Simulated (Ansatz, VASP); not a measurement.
**AlN: VASP beside Ansatz**

The input INCAR:

```
ALGO     = Normal         # electronic algorithm
EDIFF    = 1E-7           # SCF threshold, eV
ENCUT    = 520            # plane-wave cutoff, eV
GGA      = PS             # functional
ISIF     = 2              # what is computed and relaxed
ISMEAR   = -1             # smearing method
LASPH    = T              # aspherical terms in the spheres
LCHARG   = F              # write CHGCAR
LREAL    = F              # projectors in reciprocal space
LWAVE    = F              # write WAVECAR
NBANDS   = 11             # bands
NELM     = 100            # most SCF steps
PREC     = Accurate       # precision mode
SIGMA    = 0.05           # smearing width, eV
```

File KPOINTS:

```
k-points
0
Gamma
  8 8 8
```

Contents of POSCAR:

```
AlN
1.0
    0.0000000000      2.1839935596      2.1839935596
    2.1839935596      0.0000000000      2.1839935596
    2.1839935596      2.1839935596      0.0000000000
Al N
1 1
Direct
    0.0000000000      0.0000000000      0.0000000000
    0.2500000000      0.2500000000      0.2500000000
```

The input input.yaml:

```yaml
crystal:
  lattice:
    - [0.0, 2.1839935596, 2.1839935596]
    - [2.1839935596, 0.0, 2.1839935596]
    - [2.1839935596, 2.1839935596, 0.0]
  atoms:
    - { symbol: Al, position: [0.0, 0.0, 0.0] }
    - { symbol: "N", position: [0.25, 0.25, 0.25] }
kpoints:
  mp_grid: { grid: [8, 8, 8] }
scf:
  occupations: { method: fermi_dirac, width: 0.05 }
hamiltonian:
  xc: pbesol
  pseudopotentials: { kind: all_electron, datasets: crystal }
output:
  forces: true
  stress: true
  eigenvalues: true
  elf: true
  volumetric_format: npy
```

Alike in both runs: task single point; functional PBEsol; k mesh 8 × 8 × 8; occupations fermi-dirac, width 0.05 eV; no spin polarisation.

```csv
,VASP,Ansatz
version,VASP 6.6.1,Ansatz 0.2.0
potentials or method,"VASP PAW PBE potentials, release 64 (Al, N), cutoff 520 eV",all-electron PAW datasets made for the crystal
```

|  | VASP | Ansatz | Ansatz less VASP |
| --- | --- | --- | --- |
| gap on the k mesh at the Fermi level (eV) | 3.19 | 3.19 | +0.004 |
| least direct gap on the mesh (eV) | 4.13 | 4.13 | -0.007 |
| pressure (GPa) | 1.3 | 1.2 | -0.13 |

VASP's potentials were made for PBE, not for PBEsol. Ansatz ran all-electron here, and VASP with PAW potentials.
